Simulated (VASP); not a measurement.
Wanted: the native input for a VASP 6.6.1 run.

```
Task                   : single point
Functional             : r2SCAN
Potentials or basis    : VASP PAW PBE potentials, release 64 (Al, Cu)
Cutoff                 : 520 eV
k mesh                 : 10 × 10 × 10
Occupations            : gaussian, width 0.1 eV
Spin                   : no spin polarisation
Dipole correction      : no
Further INCAR settings : ALGO = Normal; EDIFF = 1e-06; NBANDS = 26
```

Crystal: Al2Cu.

```
Al Cu
1.0
    -2.75547    2.75547    2.21063
     2.75547   -2.75547    2.21063
     2.75547    2.75547   -2.21063
Al Cu
4 2
Direct
  0.84281 0.65719 0.50000
  0.65719 0.15719 0.81438
  0.34281 0.84281 0.18562
  0.15719 0.34281 0.50000
  0.25000 0.25000 0.00000
  0.75000 0.75000 0.00000
```

These files were run (other wordings do the same):

POSCAR

```
Al2Cu
1.0
   -2.7554713839      2.7554713839      2.2106275239
    2.7554713839     -2.7554713839      2.2106275239
    2.7554713839      2.7554713839     -2.2106275239
Al Cu
4 2
Direct
    0.8428119030      0.6571880970      0.5000000000
    0.6571880970      0.1571880970      0.8143761940
    0.3428119030      0.8428119030      0.1856238060
    0.1571880970      0.3428119030      0.5000000000
    0.2500000000      0.2500000000      0.0000000000
    0.7500000000      0.7500000000      0.0000000000
```

INCAR.step1

```
SYSTEM = Al2Cu
PREC = Accurate
ENCUT = 520
ISMEAR = 0
SIGMA = 0.1
LREAL = .False.
LASPH = .True.
NELM = 80
NBANDS = 26
GGA = PE
ALGO = Normal
EDIFF = 1E-4
LWAVE = .True.
LCHARG = .False.
```

INCAR.step2

```
SYSTEM = Al2Cu
PREC = Accurate
ENCUT = 520
EDIFF = 1E-6
ISMEAR = 0
SIGMA = 0.1
LREAL = .False.
LASPH = .True.
NELM = 80
ALGO = Normal
ISIF = 2
LWAVE = .False.
LCHARG = .False.
METAGGA = R2SCAN
LMIXTAU = .True.
NBANDS = 26
ISTART = 1
```

KPOINTS

```
regular mesh
0
Gamma
  10 10 10
  0 0 0
```

Potentials or basis: VASP PAW PBE potentials, release 64 (Al, Cu).

Launch:

```bash
$ cat potpaw_PBE.64/Al/POTCAR potpaw_PBE.64/Cu/POTCAR > POTCAR
$ cp INCAR.step1 INCAR
$ mpirun -np 1 vasp_std > vasp.out
$ cp INCAR.step2 INCAR
$ mpirun -np 1 vasp_std > vasp.out
```

Results of the run:

| Quantity | Value |
| --- | --- |
| Pressure | 49.7 GPa |
| Largest force | 0.004 eV/Å |
| Band gap on the k mesh | zero (band 17 reaches 14.64 eV, above the bottom of band 18 at 9.12 eV) |

Caveat: the PAW data sets were made with another functional, which shifts forces and pressure a little.

Wall time 8.6 min on 1 thread of Intel Xeon 6975P-C, with other jobs on the host, peak memory 0.31 GiB.
